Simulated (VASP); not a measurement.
# Al (Fmmm) in VASP: relaxation of cell and atoms with PBEsol

Aim: the relaxation of cell and atoms of Al with PBEsol.

Program: VASP 6.6.1. These are calculated values, not measurements. Logs are shortened: lines on timing, memory, paths and dates and some standing lists are left out, and cuts for length are marked.

**1. The cell of the first run**

It takes space group Fmmm (No. 69, orthorhombic). Conventional cell: a = 3.286 Å, b = 4.400 Å, c = 9.898 Å, α = 90.00°, β = 90.00°, γ = 90.00°. Al (site symmetry mm2) has 11 Al at 2.70 to 3.29 Å within 3.6 Å.

**2. Relaxation of cell and atoms, PBEsol**

File INCAR:

```
PREC = Accurate ; ENCUT = 500
EDIFF = 1E-7 ; ISMEAR = 0
SIGMA = 0.1 ; LREAL = F
LASPH = T ; NELM = 120
ALGO = Normal ; ISIF = 3
LWAVE = F ; LCHARG = F
GGA = PS ; IBRION = 2
NSW = 100 ; EDIFFG = -0.01
GGA_COMPAT = F ; NELMIN = 4
```

File KPOINTS:

```
regular mesh
0
Gamma
  22 22 22
```

File POSCAR:

```
Al
1.0
    0.0000000000      2.1999545347      4.9491397300
    1.6431812370      0.0000000000      4.9491397300
    1.6431812370      2.1999545347      0.0000000000
Al
2
Direct
    0.8634635972      0.8634635972      0.1365364028
    0.1365364028      0.1365364028      0.8634635972
```

Potentials or basis: VASP PAW PBE potentials, release 64 (Al).

The run is started by

```sh
cat potpaw_PBE.64/Al/POTCAR > POTCAR
mpirun -np 1 vasp_std > vasp.out
```

OUTCAR:

```text
PREC = Accurate
   ENCUT = 500
   EDIFF = 1E-7
   ISMEAR = 0
   LREAL = F
   LASPH = T
   NELM = 120
   ISIF = 3
   GGA = PS
   IBRION = 2
   NSW = 100
   EDIFFG = -0.01
   NELMIN = 4

 ion  position               nearest neighbor table
   1  0.863  0.863  0.137-   2 2.70   2 2.78   2 2.78   2 3.14   2 3.14
   2  0.137  0.137  0.863-   1 2.70   1 2.78   1 2.78   1 3.14   1 3.14

  LATTYP: Found a face centered orthorhombic cell.
 ALAT       =     3.2863624740
 B/A-ratio  =     1.3388386413
 C/A-ratio  =     3.0119256589

  Lattice vectors:

 A1 = (   0.0000000000,   2.1999545347,   4.9491397300)
 A2 = (   1.6431812370,   0.0000000000,   4.9491397300)
 A3 = (   1.6431812370,   2.1999545347,   0.0000000000)

Analysis of symmetry for initial positions (statically):
=====================================================================
 Subroutine PRICEL returns:
 Original cell was already a primitive cell.

 Routine SETGRP: Setting up the symmetry group for a
 face centered orthorhombic supercell.

 Subroutine GETGRP returns: Found  8 space group operations
 (whereof  8 operations were pure point group operations)
 out of a pool of  8 trial point group operations.

The static configuration has the point symmetry D_2h.

Analysis of symmetry for dynamics (positions and initial velocities):
=====================================================================
 Subroutine PRICEL returns:
 Original cell was already a primitive cell.

 Routine SETGRP: Setting up the symmetry group for a
 face centered orthorhombic supercell.

 Subroutine GETGRP returns: Found  8 space group operations
 (whereof  8 operations were pure point group operations)
 out of a pool of  8 trial point group operations.

The dynamic configuration has the point symmetry D_2h.

 Subroutine INISYM returns: Found  8 space group operations
 (whereof  8 operations are pure point group operations),
 and found     1 'primitive' translations

----------------------------------------------------------------------------------------

                                     Primitive cell

  volume of cell :      35.7815

  direct lattice vectors                    reciprocal lattice vectors
     0.000000000  2.199954535  4.949139730    -0.304287798  0.227277424  0.101027659
     1.643181237  0.000000000  4.949139730     0.304287798 -0.227277424  0.101027659
     1.643181237  2.199954535  0.000000000     0.304287798  0.227277424 -0.101027659

  length of vectors
     5.416067210  5.214789415  2.745877734     0.393004681  0.393004681  0.393004681

[... 103 lines left out ...]
  Thomas-Fermi vector in A             =   2.026003
   LORBIT       =      0    0 simple, 1 ext, 2 COOP (PROOUT), +10 PAW based schemes
   GGA     = PS    functional components
   LHFCALC =     F    Hartree Fock is set to
   AEXX    =    0.0000 exact exchange contribution
   IVDW    =     0    specifies the selected vdW correction
   LEPSILON=     F    determine dielectric tensor
   LRPA    =     F    only Hartree local field effects (RPA)
 conjugate gradient relaxation of ions
 non-spin polarized calculation
 Gauss-broadening in eV      SIGMA  =   0.10
  energy-cutoff  :      500.00
  volume of cell :       35.78
 maximum number of plane-waves:       927
   NGX = 19   NGY = 19   NGZ =  9

--------------------------------------- Ionic step        1  -------------------------------------------

 number of electron       6.0000000 magnetization

 Free energy of the ion-electron system (eV)
  ---------------------------------------------------
  ext. energy  EPLUGINS =         0.00000000
  ---------------------------------------------------
  free energy    TOTEN  =        -7.77449485 eV

  energy without entropy =       -7.76981928  energy(sigma->0) =       -7.77215706

------------------------ aborting loop because EDIFF is reached ----------------------------------------

  FORCE on cell =-STRESS in cart. coord.  units (eV):
  Direction    XX          YY          ZZ          XY          YZ          ZX
  --------------------------------------------------------------------------------------
  -------------------------------------------------------------------------------------
  Total       -0.3506717      0.5021552     -0.0327890      0.0000000      0.0000000      0.0000000
  in kB      -15.7019057     22.4848350     -1.4681816      0.0000000      0.0000000      0.0000000
  external PRESSURE =       1.7715826 kB  Pullay stress =       0.0000000 kB
[... 89 lines left out ...]
  FREE ENERGIE OF THE ION-ELECTRON SYSTEM (eV)
  ---------------------------------------------------
  free  energy   TOTEN  =        -7.8050697567 eV

  energy  without entropy=       -7.8008575477  energy(sigma->0) =       -7.80296365

 E-fermi :   7.0730     XC(G=0):  -9.9733

 val. band max:        7.0723764718   @ k =  -0.2727   0.0909   0.1818
 cond. band min:       7.0735835035   @ k =  -0.2273   0.1818  -0.0000
 fundamental gap:      0.0012070317
 Fermi energy:         7.0730152285

 k-point     1 :       0.0000    0.0000    0.0000
  band No.  band energies     occupation
      1      -3.5111      2.00000
      2       1.5125      2.00000
      3       2.3750      2.00000
      4      16.1406      0.00000
      5      17.1786      0.00000
      6      19.2600      0.00000
      7      19.3855      0.00000
[... 221 lines left out ...]
 k-point    24 :      -0.4545    0.0455   -0.0000
  band No.  band energies     occupation
      1       2.8383      2.00000
      2       3.0987      2.00000
      3       5.1383      2.00000
      4       6.3412      2.00000
      5      10.0936      0.00000
      6      11.4963      0.00000
      7      14.2007      0.00000

 [... further k-points ...]

[... ionic steps 4 to 20 ...]

--------------------------------------- Ionic step       21  -------------------------------------------

 number of electron       6.0000000 magnetization

------------------------ aborting loop because EDIFF is reached ----------------------------------------
[... 67 lines left out ...]
--------------------------------------- Ionic step       23  -------------------------------------------

 number of electron       6.0000000 magnetization

 Free energy of the ion-electron system (eV)
  ---------------------------------------------------
  ext. energy  EPLUGINS =         0.00000000
  ---------------------------------------------------
  free energy    TOTEN  =        -7.90376841 eV

  energy without entropy =       -7.89972283  energy(sigma->0) =       -7.90174562

 E-fermi :   7.1783     XC(G=0): -10.0098

 val. band max:        7.1727636576   @ k =  -0.3636   0.1364   0.4091
 cond. band min:       7.1793758247   @ k =   0.3182   0.4545   0.0455
 fundamental gap:      0.0066121671
 Fermi energy:         7.1783165255

 k-point     1 :       0.0000    0.0000    0.0000
  band No.  band energies     occupation
      1      -3.4797      2.00000
      2       1.6506      2.00000
      3       2.4506      2.00000
      4      16.3732      0.00000
      5      17.5105      0.00000
      6      19.5756      0.00000
      7      19.6439      0.00000
[... 259 lines left out ...]
  FREE ENERGIE OF THE ION-ELECTRON SYSTEM (eV)
  ---------------------------------------------------
  free  energy   TOTEN  =        -7.9037684103 eV

  energy  without entropy=       -7.8997228281  energy(sigma->0) =       -7.90174562

 reached required accuracy - stopping structural energy minimisation
```

OSZICAR:

```text
N       E                     dE             d eps       ncg     rms          rms(c)
DAV:   1    -0.785838985657E+00   -0.78584E+00   -0.21977E+03 21427   0.644E+02
DAV:   2    -0.775994347432E+01   -0.69741E+01   -0.67326E+01 29008   0.480E+01
DAV:   3    -0.783159148868E+01   -0.71648E-01   -0.70316E-01 30289   0.633E+00
[... 174 lines left out ...]
  22 F= -.79037060E+01 E0= -.79016051E+01  d E =-.162891E-03
       N       E                     dE             d eps       ncg     rms          rms(c)
DAV:   1    -0.790381371905E+01   -0.10782E-03   -0.30102E-03 31024   0.297E-01    0.305E-02
DAV:   2    -0.790378274052E+01    0.30979E-04   -0.52008E-05 27748   0.540E-02    0.169E-02
DAV:   3    -0.790376833120E+01    0.14409E-04   -0.38267E-05 29932   0.286E-02    0.116E-03
DAV:   4    -0.790376841029E+01   -0.79087E-07   -0.91121E-07 26110   0.779E-03
  23 F= -.79037684E+01 E0= -.79017456E+01  d E =-.225333E-03
```

Wall time 67 min (1 thread of Intel Xeon Platinum 8259CL at 2.50GHz (Skylake/Cascade Lake), shared host); peak memory 0.44 GiB.

What came out:

```yaml
Free_energy: -7.9038 eV
Relaxed_volume: 17.55 Å³/atom
Relaxed_cell: a = 5.703 Å, b = 5.340 Å, c = 2.811 Å, α = 82.55°, β = 68.19°, γ = 29.26°
Space_group_after_relaxing_to_0.1_Å: Fmmm (No. 69)
Energy_gained_by_relaxing: 64.6 meV/atom
Ionic_steps: 23
Pressure_after_relaxing: 0.0 GPa
Largest_force_after_relaxing: 0.007 eV/Å
Band_gap_on_the_k_mesh: zero (bands 3 and 4 overlap by 5.31 eV)
```

Forces in eV/Å, atoms in the order of the input:
```
Al   0.000  0.000 -0.007
Al   0.000  0.000  0.007
```

The path:
| step | energy change (eV) | largest force (eV/Å) | pressure (GPa) | volume (Å³) |
| --- | --- | --- | --- | --- |
| 1 | 0.0000 | 0.0314 | 0.18 | 35.78 |
| 2 | -0.0089 | 0.0030 | -0.13 | 35.88 |
| 3 | -0.0306 | 0.1336 | -0.88 | 36.13 |
| 4 | -0.0419 | 0.4609 | -1.43 | 36.43 |
| 5 | -0.0424 | 0.3592 | -1.40 | 36.37 |
| 6 | -0.0459 | 0.3702 | -1.39 | 36.34 |
| 7 | -0.0565 | 0.3977 | -1.31 | 36.24 |
| 8 | -0.0700 | 0.4640 | -0.87 | 36.00 |
| 9 | -0.0443 | 0.5637 | 1.38 | 35.33 |
| 10 | -0.0730 | 0.4862 | -0.67 | 35.91 |
| 11 | -0.0681 | 0.5257 | 0.27 | 35.61 |
| 12 | -0.0745 | 0.5005 | -0.51 | 35.85 |
| 13 | -0.0884 | 0.4082 | -0.51 | 35.74 |
| 14 | -0.1144 | 0.1579 | -0.23 | 35.40 |
| 15 | -0.1043 | 0.2327 | 1.46 | 34.68 |
| 16 | -0.1208 | 0.0074 | 0.23 | 35.14 |
| 17 | -0.1240 | 0.0080 | -0.01 | 35.22 |
| 18 | -0.1280 | 0.0203 | -0.58 | 35.42 |
| 19 | -0.1281 | 0.0225 | -0.65 | 35.45 |
| 20 | -0.1290 | 0.0177 | -0.02 | 35.13 |
| 21 | -0.1290 | 0.0169 | 0.05 | 35.09 |
| 22 | -0.1292 | 0.0124 | 0.04 | 35.09 |
| 23 | -0.1293 | 0.0071 | 0.04 | 35.09 |

Final structure:
```xyz
2
Lattice="0.0000 2.4402 5.1543 1.3951 0.0000 5.1543 1.3951 2.4402 0.0000" Properties=species:S:1:pos:R:3 pbc="T T T"
Al    1.3951    2.4402    8.9464
Al    1.3951    2.4402    1.3621
```

Caveat: the PAW data sets were made with another functional, which shifts forces and pressure a little.
